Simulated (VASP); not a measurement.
# MgO2 (R-3m) in VASP: single point with PBEsol

Aim: the single point of MgO2 with PBEsol.

Program: VASP 6.6.1. These are calculated values, not measurements. Logs are shortened: lines on timing, memory, paths and dates and some standing lists are left out, and cuts for length are marked.

### 1 The cell of the first run

It takes space group R-3m (No. 166, trigonal). Conventional cell: a = 3.210 Å, b = 3.210 Å, c = 10.482 Å, α = 90.00°, β = 90.00°, γ = 120.00°. Within 2.8 Å of Mg (site symmetry -3m) lie 6 O at 2.11 Å. Within 2.0 Å of O (site symmetry 3m) lie 1 O at 1.49 Å.

### 2 Single point, PBEsol

File INCAR:

```
PREC = Accurate
ENCUT = 840
EDIFF = 1E-6
ISMEAR = 0
SIGMA = 0.1
LREAL = F
LASPH = T
NELM = 120
ALGO = Normal
ISIF = 2
LWAVE = F
LCHARG = T
GGA = PS
LELF = T
LVHAR = T
NBANDS = 18
GGA_COMPAT = F
```

File KPOINTS:

```
Automatic mesh
0
Gamma
  9 9 9
```

File POSCAR:

```
MgO2
1.0
    1.6047610000      0.9265090000      3.4939790000
   -1.6047610000      0.9265090000      3.4939790000
    0.0000000000     -1.8530180000      3.4939790000
Mg O
1 2
Direct
    0.0000000000      0.0000000000      0.0000000000
    0.4287860000      0.4287860000      0.4287860000
    0.5712140000      0.5712140000      0.5712140000
```

Potentials or basis: VASP PAW PBE potentials, release 64 (Mg_sv, O).

Started as:

```sh
$ cat potpaw_PBE.64/Mg_sv/POTCAR potpaw_PBE.64/O/POTCAR > POTCAR
$ mpirun -np 1 vasp_std > vasp.out
```

OUTCAR:

```text
PREC = Accurate
   ENCUT = 840
   EDIFF = 1E-6
   ISMEAR = 0
   LREAL = F
   LASPH = T
   NELM = 120
   ISIF = 2
   GGA = PS

 ion  position               nearest neighbor table
   1  0.000  0.000  0.000-   3 2.11   2 2.11   3 2.11   3 2.11   2 2.11   2 2.11
   2  0.429  0.429  0.429-   3 1.49   1 2.11   1 2.11   1 2.11
   3  0.571  0.571  0.571-   2 1.49   1 2.11   1 2.11   1 2.11

  LATTYP: Found a trigonal (rhomboedric) cell.
 ALAT       =     3.9549419777
 COS(alpha) =     0.6707161087

  Lattice vectors:

 A1 = (   1.6047610000,   0.9265090000,   3.4939790000)
 A2 = (  -1.6047610000,   0.9265090000,   3.4939790000)
 A3 = (   0.0000000000,  -1.8530180000,   3.4939790000)

Analysis of symmetry for initial positions (statically):
=====================================================================
 Subroutine PRICEL returns:
 Original cell was already a primitive cell.

 Routine SETGRP: Setting up the symmetry group for a
 trigonal (rhombohedral) supercell.

 Subroutine GETGRP returns: Found 12 space group operations
 (whereof 12 operations were pure point group operations)
 out of a pool of 12 trial point group operations.

The static configuration has the point symmetry D_3d.

Analysis of symmetry for dynamics (positions and initial velocities):
=====================================================================
 Subroutine PRICEL returns:
 Original cell was already a primitive cell.

 Routine SETGRP: Setting up the symmetry group for a
 trigonal (rhombohedral) supercell.

 Subroutine GETGRP returns: Found 12 space group operations
 (whereof 12 operations were pure point group operations)
 out of a pool of 12 trial point group operations.

The dynamic configuration has the point symmetry D_3d.

 Subroutine INISYM returns: Found 12 space group operations
 (whereof 12 operations are pure point group operations),
 and found     1 'primitive' translations

----------------------------------------------------------------------------------------

                                     Primitive cell

  volume of cell :      31.1696

  direct lattice vectors                    reciprocal lattice vectors
     1.604761000  0.926509000  3.493979000     0.311572876  0.179886722  0.095402214
    -1.604761000  0.926509000  3.493979000    -0.311572876  0.179886722  0.095402214
     0.000000000 -1.853018000  3.493979000     0.000000000 -0.359773443  0.095402214

  length of vectors
     3.954941978  3.954941978  3.954941840     0.372207566  0.372207566  0.372207621

  position of ions in fractional coordinates (direct lattice)
     0.000000000  0.000000000  0.000000000
     0.428786000  0.428786000  0.428786000
     0.571214000  0.571214000  0.571214000

  ion indices of the primitive-cell ions
   primitive index   ion index
                 1           1
                 2           2
                 3           3

----------------------------------------------------------------------------------------

 KPOINTS: Automatic mesh

Automatic generation of k-mesh.
 Grid dimensions read from file:
 generate k-points for:    9    9    9

 Generating k-lattice:

  Cartesian coordinates                     Fractional coordinates (reciprocal lattice)
     0.034619208  0.019987414  0.010600246     0.111111111  0.000000000  0.000000000
    -0.034619208  0.019987414  0.010600246     0.000000000  0.111111111  0.000000000
     0.000000000 -0.039974827  0.010600246     0.000000000  0.000000000  0.111111111

  Length of vectors
     0.041356396  0.041356396  0.041356402

  Shift w.r.t. Gamma in fractional coordinates (k-lattice)
     0.000000000  0.000000000  0.000000000

 Subroutine IBZKPT returns following result:
 ===========================================

 Found     85 irreducible k-points:

 Following reciprocal coordinates:
            Coordinates               Weight
  0.000000  0.000000  0.000000      1.000000
  0.111111 -0.000000  0.000000      6.000000
  0.222222 -0.000000  0.000000      6.000000
  0.333333 -0.000000  0.000000      6.000000
  0.444444 -0.000000  0.000000      6.000000
  0.111111  0.111111  0.000000      6.000000
[... 16 lines left out ...]
 -0.333333  0.333333  0.000000      6.000000
  0.444444  0.444444  0.000000      6.000000
 [... further k-points ...]
   k-points           NKPTS =     85   k-points in BZ     NKDIM =     85   number of bands    NBANDS=     18
   number of dos      NEDOS =    301   number of ions     NIONS =      3
   total plane-waves  NPLWV =  64000
   dimension x,y,z NGX =    40 NGY =   40 NGZ =   40
   dimension x,y,z NGXF=    80 NGYF=   80 NGZF=   80
   ions per type =               1   2
   NGX,Y,Z   is equivalent  to a cutoff of  16.81, 16.81, 16.81 a.u.
   NGXF,Y,Z  is equivalent  to a cutoff of  33.63, 33.63, 33.63 a.u.
 SYSTEM =  unknown system
   PREC   = accura    normal or accurate (medium, high low for compatibility)
   ISTART =      0    job   : 0-new  1-cont  2-samecut
   ICHARG =      2    charge: 1-file 2-atom 10-const
   ISPIN  =      1    spin polarized calculation?
   LNONCOLLINEAR =      F non collinear calculations
   LSORBIT =      F    spin-orbit coupling
   LASPH  =      T    aspherical Exc in radial PAW
   ENCUT  =  840.0 eV  61.74 Ry    7.86 a.u.   9.35  9.35  9.35*2*pi/ulx,y,z
   NELM   =    120;   NELMIN=  2; NELMDL= -5     # of ELM steps
   EDIFF  = 0.1E-05   stopping-criterion for ELM
   LREAL  =      F    real-space projection
   EDIFFG = 0.1E-04   stopping-criterion for IOM
   NSW    =      0    number of steps for IOM
   IBRION =     -1    ionic relax: 0-MD 1-quasi-New 2-CG
   NFREE  =      0    steps in history (QN), initial steepest desc. (CG)
   ISIF   =      2    stress and relaxation
   ISYM   =      2    0-nonsym 1-usesym 2-fastsym
   POTIM  = 0.5000    time-step for ionic-motion
   TEBEG  =    0.0;   TEEND  =   0.0 temperature during run
   PSTRESS=    0.0 pullay stress
   NELECT =      22.0000    total number of electrons
   NUPDOWN=      -1.0000    fix difference up-down
   EMIN   =  10.00;   EMAX   =-10.00  energy-range for DOS
   EFERMI =   0.00;   METHOD = LEGACY
   ISMEAR =     0;   SIGMA  =   0.10  broadening in eV -4-tet -1-fermi 0-gaus
   EFERMI_NEDOS =   21; number of points for ismear=-14 and -15
   IALGO  =     38    algorithm
   IMIX   =      4    mixing-type and parameters
     AMIX     =   0.40;   BMIX     =  1.00
     AMIX_MAG =   1.60;   BMIX_MAG =  1.00
  volume/ion in A,a.u.               =      10.39        70.11
  Fermi-wavevector in a.u.,A,eV,Ry     =   1.457601  2.754466 28.906932  2.124600
  Thomas-Fermi vector in A             =   2.574383
   LORBIT       =      0    0 simple, 1 ext, 2 COOP (PROOUT), +10 PAW based schemes
   GGA     = PS    functional components
   LHFCALC =     F    Hartree Fock is set to
   AEXX    =    0.0000 exact exchange contribution
   IVDW    =     0    specifies the selected vdW correction
   LEPSILON=     F    determine dielectric tensor
   LRPA    =     F    only Hartree local field effects (RPA)
 non-spin polarized calculation
 Gauss-broadening in eV      SIGMA  =   0.10
  energy-cutoff  :      840.00
  volume of cell :       31.17
 maximum number of plane-waves:      1744
 NGX is ok and might be reduce to    40
   NGX = 19   NGY = 19   NGZ = 19

 number of electron      21.9999995 magnetization

 Free energy of the ion-electron system (eV)
  ---------------------------------------------------
  ext. energy  EPLUGINS =         0.00000000
  ---------------------------------------------------
  free energy    TOTEN  =       -17.18401045 eV

  energy without entropy =      -17.18401045  energy(sigma->0) =      -17.18401045

 E-fermi :   3.0533     XC(G=0): -10.6183

 val. band max:        2.4115848526   @ k =   0.4444   0.4444   0.3333
 cond. band min:       4.6924834184   @ k =   0.4444   0.4444   0.4444
 fundamental gap:      2.2808985658
 Fermi energy:         3.0532691140

 k-point     1 :       0.0000    0.0000    0.0000
  band No.  band energies     occupation
      1     -70.6598      2.00000
      2     -37.6280      2.00000
      3     -37.5991      2.00000
      4     -37.5991      2.00000
      5     -18.8232      2.00000
      6     -12.0353      2.00000
[... 10 lines left out ...]
     17      17.1056      0.00000
     18      18.8605      0.00000

 k-point     2 :       0.1111   -0.0000    0.0000
  band No.  band energies     occupation
      1     -70.6596      2.00000
      2     -37.6275      2.00000
      3     -37.6032      2.00000
      4     -37.6000      2.00000
      5     -18.7662      2.00000
      6     -12.0718      2.00000
[... 10 lines left out ...]
     17      17.4433      0.00000
     18      18.3269      0.00000

 k-point     3 :       0.2222   -0.0000    0.0000
  band No.  band energies     occupation
      1     -70.6589      2.00000
      2     -37.6263      2.00000
      3     -37.6134      2.00000
      4     -37.6021      2.00000
      5     -18.6178      2.00000
      6     -12.1643      2.00000
[... 10 lines left out ...]
     17      17.4218      0.00000
     18      18.3948      0.00000

 k-point     4 :       0.3333   -0.0000    0.0000
  band No.  band energies     occupation
      1     -70.6582      2.00000
      2     -37.6264      2.00000
      3     -37.6233      2.00000
      4     -37.6046      2.00000
      5     -18.4414      2.00000
      6     -12.2706      2.00000
[... 10 lines left out ...]
     17      17.2631      0.00000
     18      19.3125      0.00000

 k-point     5 :       0.4444   -0.0000    0.0000
  band No.  band energies     occupation
      1     -70.6576      2.00000
      2     -37.6330      2.00000
      3     -37.6233      2.00000
      4     -37.6062      2.00000
      5     -18.3212      2.00000
      6     -12.3412      2.00000
[... 10 lines left out ...]
     17      17.0322      0.00000
     18      19.4910      0.00000

 k-point     6 :       0.1111    0.1111    0.0000
  band No.  band energies     occupation
      1     -70.6596      2.00000
      2     -37.6277      2.00000
      3     -37.6031      2.00000
      4     -37.6000      2.00000
      5     -18.7500      2.00000
      6     -12.1428      2.00000
[... 10 lines left out ...]
     17      17.2382      0.00000
     18      18.2709      0.00000

 k-point     7 :       0.2222    0.1111    0.0000
  band No.  band energies     occupation
      1     -70.6591      2.00000
      2     -37.6269      2.00000
      3     -37.6099      2.00000
      4     -37.6019      2.00000
      5     -18.6352      2.00000
      6     -12.2549      2.00000
[... 10 lines left out ...]
     17      17.6048      0.00000
     18      18.1133      0.00000

 k-point     8 :       0.3333    0.1111    0.0000
  band No.  band energies     occupation
      1     -70.6584      2.00000
      2     -37.6257      2.00000
      3     -37.6198      2.00000
      4     -37.6050      2.00000
      5     -18.4697      2.00000
      6     -12.3576      2.00000
[... 10 lines left out ...]
     17      17.7867      0.00000
     18      18.9356      0.00000
[... 229 lines left out ...]
     17      16.7872      0.00000
     18      19.0347      0.00000

 k-point    20 :       0.3333    0.3333    0.0000
  band No.  band energies     occupation
      1     -70.6581      2.00000
      2     -37.6256      2.00000
      3     -37.6243      2.00000
      4     -37.6049      2.00000
      5     -18.3573      2.00000
      6     -12.6084      2.00000
[... 10 lines left out ...]
     17      17.9234      0.00000
     18      20.3544      0.00000

 k-point    21 :       0.4444    0.3333   -0.0000
  band No.  band energies     occupation
      1     -70.6577      2.00000
      2     -37.6280      2.00000
      3     -37.6247      2.00000
      4     -37.6082      2.00000
      5     -18.2672      2.00000
      6     -12.6583      2.00000
[... 10 lines left out ...]
     17      17.7628      0.00000
     18      20.8889      0.00000

 k-point    22 :      -0.4444    0.3333    0.0000
  band No.  band energies     occupation
      1     -70.6573      2.00000
      2     -37.6273      2.00000
      3     -37.6239      2.00000
      4     -37.6150      2.00000
      5     -18.2106      2.00000
      6     -12.6172      2.00000
[... 10 lines left out ...]
     17      17.0600      0.00000
     18      20.0168      0.00000

 k-point    23 :      -0.3333    0.3333    0.0000
  band No.  band energies     occupation
      1     -70.6573      2.00000
      2     -37.6234      2.00000
      3     -37.6228      2.00000
      4     -37.6220      2.00000
      5     -18.2149      2.00000
      6     -12.5020      2.00000
[... 10 lines left out ...]
     17      16.6722      0.00000
     18      18.9231      0.00000

 k-point    24 :       0.4444    0.4444    0.0000
  band No.  band energies     occupation
      1     -70.6576      2.00000
      2     -37.6316      2.00000
      3     -37.6246      2.00000
      4     -37.6066      2.00000
      5     -18.2238      2.00000
      6     -12.7306      2.00000
[... 10 lines left out ...]
     17      18.0834      0.00000
     18      22.5164      0.00000

 [... further k-points ...]

------------------------ aborting loop because EDIFF is reached ----------------------------------------

  FORCE on cell =-STRESS in cart. coord.  units (eV):
  Direction    XX          YY          ZZ          XY          YZ          ZX
  --------------------------------------------------------------------------------------
  -------------------------------------------------------------------------------------
  Total       -0.7306340     -0.7306337     -1.1603851      0.0000000     -0.0000000     -0.0000000
  in kB      -37.5559626    -37.5559467    -59.6459808      0.0000000     -0.0000000     -0.0000000
  external PRESSURE =     -44.9192967 kB  Pullay stress =       0.0000000 kB

 VOLUME and BASIS-vectors are now :
 -----------------------------------------------------------------------------
  energy-cutoff  :      840.00
  volume of cell :       31.17
      direct lattice vectors                 reciprocal lattice vectors
     1.604761000  0.926509000  3.493979000     0.311572876  0.179886722  0.095402214
    -1.604761000  0.926509000  3.493979000    -0.311572876  0.179886722  0.095402214
     0.000000000 -1.853018000  3.493979000     0.000000000 -0.359773443  0.095402214

 POSITION                                       TOTAL-FORCE (eV/Angst)
 -----------------------------------------------------------------------------------
      0.00000      0.00000      0.00000         0.000000     -0.000000      0.000000
      0.00000      0.00000      4.49451        -0.000000      0.000000      0.185895
      0.00000      0.00000      5.98743        -0.000000      0.000000     -0.185895
 -----------------------------------------------------------------------------------
    total drift:                                0.000000     -0.000000      0.000000

  FREE ENERGIE OF THE ION-ELECTRON SYSTEM (eV)
  ---------------------------------------------------
  free  energy   TOTEN  =       -17.1840104469 eV

  energy  without entropy=      -17.1840104469  energy(sigma->0) =      -17.18401045
```

It took 51 s on 1 thread of Intel Xeon Platinum 8559C (Emerald Rapids), shared host; peak memory 0.27 GiB.

Results:

- Free energy: -17.1840 eV
- Pressure: -4.5 GPa
- Largest force: 0.186 eV/Å
- Band gap on the k mesh: 2.28 eV

Forces in eV/Å, atoms in the order of the input:
```
Mg   0.000  0.000  0.000
O    0.000  0.000  0.186
O    0.000  0.000 -0.186
```

Stress tensor (GPa, compression positive):
```
-3.76  0.00  0.00
 0.00 -3.76  0.00
 0.00  0.00 -5.96
```

Levels at points of the mesh, in eV from the valence-band top:
| k point | band 8 | band 9 | band 10 | band 11 | band 12 | band 13 | band 14 | band 15 |
| --- | --- | --- | --- | --- | --- | --- | --- | --- |
| (0.00, 0.00, 0.00) | -3.31 | -3.31 | -0.80 | -0.80 | 4.50 | 4.79 | 12.00 | 13.83 |

Caveat: the cell stands under tension; the PAW data sets were made with another functional, which shifts forces and pressure a little. A k mesh can miss the band edges.
